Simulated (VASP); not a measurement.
# BN (P1) in VASP: notebook

Runs on BN. Level: LDA. Tasks: single point.

Program: VASP 6.6.1. These are calculated values, not measurements. Logs are shortened: lines on timing, memory, paths and dates and some standing lists are left out, and cuts for length are marked.

## Step 1: The cell of the first run

The typed cell holds 2 atoms: a = 3.669 Å, b = 3.669 Å, c = 3.669 Å, α = 39.87°, β = 39.87°, γ = 39.87°.

## Step 2: Single point, LDA (atom 1 (B) moved by (-0.200, +0.200) A along x and z)

Contents of INCAR:

```
SYSTEM = BN
ALGO = Normal
EDIFF = 1E-6
ENCUT = 600
GGA = CA
GGA_COMPAT = .FALSE.
ISIF = 2
ISMEAR = 0
LASPH = .TRUE.
LCHARG = .FALSE.
LREAL = .FALSE.
LWAVE = .FALSE.
NBANDS = 11
NELM = 120
PREC = Accurate
SIGMA = 0.05
```

Contents of KPOINTS:

```
k-points
0
G
  12 12 12
  0 0 0
```

Contents of POSCAR:

```
BN
1.0
    1.2511217832      0.7223354983      3.3729344033
   -1.2511217832      0.7223354983      3.3729344033
    0.0000000000     -1.4446709967      3.3729344033
B N
1 1
Direct
    0.9395081130      1.0993646535      1.0194363833
    0.3327618000      0.3327618000      0.3327618000
```

Potentials or basis: VASP PAW LDA potentials, release 64 (B, N).

Command:

```bash
> cat potpaw_LDA.64/B/POTCAR potpaw_LDA.64/N/POTCAR > POTCAR
> mpirun -np 1 vasp_std > vasp.out
```

OUTCAR:

```text
SYSTEM = BN
   EDIFF = 1E-6
   ENCUT = 600
   GGA = CA
   ISIF = 2
   ISMEAR = 0
   LASPH = .TRUE.
   LREAL = .FALSE.
   NELM = 120
   PREC = Accurate

 ion  position               nearest neighbor table
   1  0.940  0.099  0.019-   2 1.29   2 1.47   2 1.63
   2  0.333  0.333  0.333-   1 1.29   1 1.47   1 1.63

  LATTYP: Found a trigonal (rhomboedric) cell.
 ALAT       =     3.6692997666
 COS(alpha) =     0.7674786796

  Lattice vectors:

 A1 = (   1.2511217832,   0.7223354983,   3.3729344033)
 A2 = (  -1.2511217832,   0.7223354983,   3.3729344033)
 A3 = (   0.0000000000,  -1.4446709967,   3.3729344033)

Analysis of symmetry for initial positions (statically):
=====================================================================
 Subroutine PRICEL returns:
 Original cell was already a primitive cell.

 Routine SETGRP: Setting up the symmetry group for a
 trigonal (rhombohedral) supercell.

 Subroutine GETGRP returns: Found  1 space group operations
 (whereof  1 operations were pure point group operations)
 out of a pool of 12 trial point group operations.

The static configuration has the point symmetry C_1 .

Analysis of symmetry for dynamics (positions and initial velocities):
=====================================================================
 Subroutine PRICEL returns:
 Original cell was already a primitive cell.

 Routine SETGRP: Setting up the symmetry group for a
 trigonal (rhombohedral) supercell.

 Subroutine GETGRP returns: Found  1 space group operations
 (whereof  1 operations were pure point group operations)
 out of a pool of 12 trial point group operations.

The dynamic configuration has the point symmetry C_1 .

 Subroutine INISYM returns: Found  1 space group operations
 (whereof  1 operations are pure point group operations),
 and found     1 'primitive' translations

----------------------------------------------------------------------------------------

                                     Primitive cell

  volume of cell :      18.2893

  direct lattice vectors                    reciprocal lattice vectors
     1.251121783  0.722335498  3.372934403     0.399641351  0.230733042  0.098825916
    -1.251121783  0.722335498  3.372934403    -0.399641351  0.230733042  0.098825916
     0.000000000 -1.444670997  3.372934403     0.000000000 -0.461466083  0.098825916

  length of vectors
     3.669299767  3.669299767  3.669299767     0.471929558  0.471929558  0.471929558

  position of ions in fractional coordinates (direct lattice)
     0.939508113  0.099364653  0.019436383
     0.332761800  0.332761800  0.332761800

  ion indices of the primitive-cell ions
   primitive index   ion index
[... 80 lines left out ...]
   ISIF   =      2    stress and relaxation
   ISYM   =      2    0-nonsym 1-usesym 2-fastsym
   POTIM  = 0.5000    time-step for ionic-motion
   TEBEG  =    0.0;   TEEND  =   0.0 temperature during run
   PSTRESS=    0.0 pullay stress
   NELECT =       8.0000    total number of electrons
   NUPDOWN=      -1.0000    fix difference up-down
   EMIN   =  10.00;   EMAX   =-10.00  energy-range for DOS
   EFERMI =   0.00;   METHOD = LEGACY
   ISMEAR =     0;   SIGMA  =   0.05  broadening in eV -4-tet -1-fermi 0-gaus
   EFERMI_NEDOS =   21; number of points for ismear=-14 and -15
   IALGO  =     38    algorithm
   IMIX   =      4    mixing-type and parameters
     AMIX     =   0.40;   BMIX     =  1.00
     AMIX_MAG =   1.60;   BMIX_MAG =  1.00
  volume/ion in A,a.u.               =       9.14        61.71
  Fermi-wavevector in a.u.,A,eV,Ry     =   1.242717  2.348395 21.012099  1.544346
  Thomas-Fermi vector in A             =   2.377059
   LORBIT       =      0    0 simple, 1 ext, 2 COOP (PROOUT), +10 PAW based schemes
   GGA     = CA    functional components
   LHFCALC =     F    Hartree Fock is set to
   AEXX    =    0.0000 exact exchange contribution
   IVDW    =     0    specifies the selected vdW correction
   LEPSILON=     F    determine dielectric tensor
   LRPA    =     F    only Hartree local field effects (RPA)
 non-spin polarized calculation
 Gauss-broadening in eV      SIGMA  =   0.05
  energy-cutoff  :      600.00
  volume of cell :       18.29
 maximum number of plane-waves:       624
 NGX is ok and might be reduce to    30
   NGX = 15   NGY = 15   NGZ = 15

 number of electron       8.0000000 magnetization

 Free energy of the ion-electron system (eV)
  ---------------------------------------------------
  ext. energy  EPLUGINS =         0.00000000
  ---------------------------------------------------
  free energy    TOTEN  =       -18.25869195 eV

  energy without entropy =      -18.25869195  energy(sigma->0) =      -18.25869195

 E-fermi :   3.3695     XC(G=0): -10.4546

 val. band max:        3.0641844231   @ k =   0.1667   0.1667   0.1667
 cond. band min:       5.0541103172   @ k =  -0.0000   0.5000   0.5000
 fundamental gap:      1.9899258941
 Fermi energy:         3.3694670641

 k-point     1 :       0.0000    0.0000    0.0000
  band No.  band energies     occupation
      1     -15.5207      2.00000
      2      -2.1660      2.00000
      3      -1.1246      2.00000
      4       3.0631      2.00000
      5       6.1910      0.00000
      6      10.9847      0.00000
      7      15.0550      0.00000
      8      15.9933      0.00000
      9      17.9338      0.00000
     10      27.2670      0.00000
     11      28.6585      0.00000
[... 309 lines left out ...]
 k-point    24 :      -0.1667   -0.0000   -0.0833
  band No.  band energies     occupation
      1     -15.1030      2.00000
      2      -2.0259      2.00000
      3      -1.7494      2.00000
      4       1.3917      2.00000
      5       7.1236      0.00000
      6      12.2744      0.00000
      7      14.2763      0.00000
      8      15.9192      0.00000
      9      18.5832      0.00000
     10      25.1606      0.00000
     11      28.1147      0.00000

 [... further k-points ...]
[... 5 lines left out ...]
  --------------------------------------------------------------------------------------
  -------------------------------------------------------------------------------------
  Total        2.2021923      0.9930902     -0.7380736      2.5077245      0.5062802      1.5342444
  in kB      192.9159474     86.9964612    -64.6565513    219.6811096     44.3510388    134.4025277
  external PRESSURE =      71.7519525 kB  Pullay stress =       0.0000000 kB

 VOLUME and BASIS-vectors are now :
 -----------------------------------------------------------------------------
  energy-cutoff  :      600.00
  volume of cell :       18.29
      direct lattice vectors                 reciprocal lattice vectors
     1.251121783  0.722335498  3.372934403     0.399641351  0.230733042  0.098825916
    -1.251121783  0.722335498  3.372934403    -0.399641351  0.230733042  0.098825916
     0.000000000 -1.444670997  3.372934403     0.000000000 -0.461466083  0.098825916

 POSITION                                       TOTAL-FORCE (eV/Angst)
 -----------------------------------------------------------------------------------
      1.05112      0.72234      3.56961         7.734115      2.501750     -1.986896
      0.00000     -0.00000      3.36715        -7.734115     -2.501750      1.986896
 -----------------------------------------------------------------------------------
    total drift:                               -0.000289     -0.000043     -0.000733

  FREE ENERGIE OF THE ION-ELECTRON SYSTEM (eV)
  ---------------------------------------------------
  free  energy   TOTEN  =       -18.2586919484 eV

  energy  without entropy=      -18.2586919484  energy(sigma->0) =      -18.25869195
```

OSZICAR:

```text
N       E                     dE             d eps       ncg     rms          rms(c)
DAV:   1     0.132592415591E+02    0.13259E+02   -0.45759E+03 19416   0.723E+02
DAV:   2    -0.197847619817E+02   -0.33044E+02   -0.31683E+02 22526   0.156E+02
DAV:   3    -0.205169882213E+02   -0.73223E+00   -0.73109E+00 23595   0.210E+01
DAV:   4    -0.205190472212E+02   -0.20590E-02   -0.20590E-02 20959   0.136E+00
DAV:   5    -0.205190566141E+02   -0.93928E-05   -0.93928E-05 23580   0.773E-02    0.838E+00
DAV:   6    -0.185282614593E+02    0.19908E+01   -0.71368E+00 20785   0.144E+01    0.365E+00
DAV:   7    -0.183218170761E+02    0.20644E+00   -0.22596E-01 23496   0.368E+00    0.215E+00
DAV:   8    -0.182591238107E+02    0.62693E-01   -0.15589E-01 22834   0.250E+00    0.276E-01
DAV:   9    -0.182587167431E+02    0.40707E-03   -0.45955E-03 20860   0.565E-01    0.143E-01
DAV:  10    -0.182586868660E+02    0.29877E-04   -0.26759E-04 23086   0.142E-01    0.329E-02
DAV:  11    -0.182586916227E+02   -0.47567E-05   -0.14002E-05 22260   0.290E-02    0.195E-02
DAV:  12    -0.182586919484E+02   -0.32571E-06   -0.29763E-06 21790   0.113E-02
   1 F= -.18258692E+02 E0= -.18258692E+02  d E =-.665072E-20
```

stdout:

```text
POSCAR found type information on POSCAR B N
 POSCAR found :  2 types and       2 ions
 scaLAPACK will be used
 LDA part: xc-table for (Slater(with rela. corr.)+CA(PZ))
 , standard interpolation
 POSCAR, INCAR and KPOINTS ok, starting setup
 FFT: planning ... GRIDC
 FFT: planning ... GRID_SOFT
 FFT: planning ... GRID
 WAVECAR not read
 entering main loop
```

It took 2.6 min on 1 thread of AMD EPYC 9R45 (Zen 5), shared host; peak memory 0.28 GiB.

Results:

```yaml
Free_energy: -18.2587 eV
Pressure: 7.2 GPa
Largest_force: 8.368 eV/Å
Band_gap_on_the_k_mesh: 1.99 eV, indirect (least direct gap 3.13 eV)
```

Forces on the atoms (eV/Å):
```
B    7.734  2.502 -1.987
N   -7.734 -2.502  1.987
```

Caveat: the cell differs from its parent crystal (atom 1 (B) moved by (-0.200, +0.200) A along x and z); forces of over 1 eV/Å act on the atoms, so gaps and moduli don't describe the material at rest.

## Step 3: Single point, LDA (atom 1 (B) moved by (-0.200, -0.100) A along x and z)

Contents of INCAR:

```
PREC     = Accurate       # precision mode
ENCUT    = 600            # plane-wave cutoff, eV
EDIFF    = 1E-6           # SCF threshold, eV
ISMEAR   = 0              # smearing method
SIGMA    = 0.05           # smearing width, eV
LREAL    = False          # projectors in reciprocal space
LASPH    = True           # aspherical terms in the spheres
NELM     = 120            # most SCF steps
ALGO     = Normal         # electronic algorithm
ISIF     = 2              # what is computed and relaxed
LWAVE    = False          # write WAVECAR
LCHARG   = True           # write CHGCAR
GGA      = CA             # functional
LELF     = True           # ELF
LVHAR    = True         
NBANDS   = 11             # bands
GGA_COMPAT= False
```

Contents of KPOINTS:

```
regular mesh
0
Gamma
  12 12 12
```

Edit POSCAR of step 2 so:

```diff
@@ -8,3 +8,3 @@
 Direct
-    0.9395081130      1.0993646535      1.0194363833
+    0.9098603381      1.0697168786      0.9897886084
     0.3327618000      0.3327618000      0.3327618000
```

Potentials or basis: VASP PAW LDA potentials, release 64 (B, N).

Command:

```bash
> cat potpaw_LDA.64/B/POTCAR potpaw_LDA.64/N/POTCAR > POTCAR
> mpirun -np 1 vasp_std > vasp.out
```

It took 3 min on 1 thread of AMD EPYC 9R45 (Zen 5), shared host; peak memory 0.28 GiB.

Results (log left out):

- Free energy: -18.4053 eV
- Pressure: 10.3 GPa
- Largest force: 8.767 eV/Å
- Band gap on the k mesh: 2.11 eV, indirect (least direct gap 3.75 eV)

Forces in eV/Å, atoms in the order of the input:
```
B    8.288  2.687  0.975
N   -8.288 -2.687 -0.975
```

Stress tensor (GPa, compression positive):
```
22.00 25.35 -7.25
25.35 10.85 -2.29
-7.25 -2.29 -2.02
```

Levels at points of the mesh, in eV from the valence-band top:
```tsv
k point	band 1	band 2	band 3	band 4	band 5	band 6	band 7	band 8
(0.00, 0.00, 0.00)	-18.49	-5.20	-4.33	0.00	3.75	8.04	12.34	12.88
(0.50, 0.00, 0.00)	-15.66	-9.95	-3.98	-1.18	3.25	8.80	11.73	13.36
(0.00, 0.50, 0.00)	-15.15	-9.43	-5.94	-2.30	5.84	8.33	11.79	13.47
(0.00, 0.00, 0.50)	-15.46	-9.83	-4.37	-1.74	4.42	7.48	11.64	13.35
(0.50, 0.50, 0.00)	-15.39	-9.71	-4.41	-2.22	3.04	7.48	13.10	16.36
(0.50, 0.00, 0.50)	-15.07	-9.32	-5.99	-2.80	4.24	8.51	12.93	16.29
(0.00, 0.50, 0.50)	-15.60	-9.82	-4.04	-1.67	2.11	8.87	12.98	15.91
(0.50, 0.50, 0.50)	-18.21	-7.23	-4.33	-0.01	7.81	8.77	11.18	14.28
```

Caveat: the cell differs from its parent crystal (atom 1 (B) moved by (-0.200, -0.100) A along x and z); forces of over 1 eV/Å act on the atoms, so gaps and moduli don't describe the material at rest. A k mesh can miss the band edges.

## Step 4: Single point, LDA (atom 1 (B) moved by (-0.200, +0.100) A along x and z)

Contents of INCAR:

```
PREC = Accurate ; ENCUT = 600
EDIFF = 1E-6 ; ISMEAR = 0
SIGMA = 0.05 ; LREAL = False
LASPH = True ; NELM = 120
ALGO = Normal ; ISIF = 2
LWAVE = False ; LCHARG = False
GGA = CA ; NBANDS = 11
GGA_COMPAT = False
```

Contents of KPOINTS:

```
Automatic mesh
0
Gamma
  12 12 12
```

Edit POSCAR of step 3 so:

```diff
@@ -8,3 +8,3 @@
 Direct
-    0.9098603381      1.0697168786      0.9897886084
+    0.9296255214      1.0894820619      1.0095537916
     0.3327618000      0.3327618000      0.3327618000
```

Command:

```bash
> cat potpaw_LDA.64/B/POTCAR potpaw_LDA.64/N/POTCAR > POTCAR
> mpirun -np 1 vasp_std > vasp.out
```

Run time: 3.3 min. Hardware: 1 thread of AMD EPYC 9R45 (Zen 5), shared host; peak memory 0.28 GiB.

The run converged. Its results:

```yaml
Free_energy: -18.4058 eV
Pressure: 10.1 GPa
Largest_force: 8.758 eV/Å
Band_gap_on_the_k_mesh: 2.19 eV, indirect (least direct gap 3.73 eV)
```

Forces in eV/Å, atoms in the order of the input:
```
B    8.280  2.684 -0.967
N   -8.280 -2.684  0.967
```

Stress tensor (GPa, compression positive):
```
22.06 25.26  7.24
25.26 10.92  2.42
 7.24  2.42 -2.60
```

Levels at points of the mesh, in eV from the valence-band top:
```
           k point  band 2  band 3  band 4  band 5  band 6  band 7
(0.00, 0.00, 0.00)   -5.20   -4.33    0.00    3.73    8.02   12.25
(0.50, 0.00, 0.00)   -9.95   -3.98   -1.15    3.17    8.95   11.21
(0.00, 0.50, 0.00)   -9.45   -5.94   -2.20    5.18    8.61   11.90
(0.00, 0.00, 0.50)   -9.84   -4.37   -1.64    4.01    7.57   11.66
(0.50, 0.50, 0.00)   -9.71   -4.41   -2.34    3.33    7.45   12.69
(0.50, 0.00, 0.50)   -9.31   -5.99   -2.90    4.63    8.45   12.38
(0.00, 0.50, 0.50)   -9.82   -4.04   -1.74    2.19    8.82   12.90
(0.50, 0.50, 0.50)   -7.24   -4.33   -0.01    7.82    8.77   11.17
```

Caveat: the cell differs from its parent crystal (atom 1 (B) moved by (-0.200, +0.100) A along x and z); forces of over 1 eV/Å act on the atoms, so gaps and moduli don't describe the material at rest. A k mesh can miss the band edges.
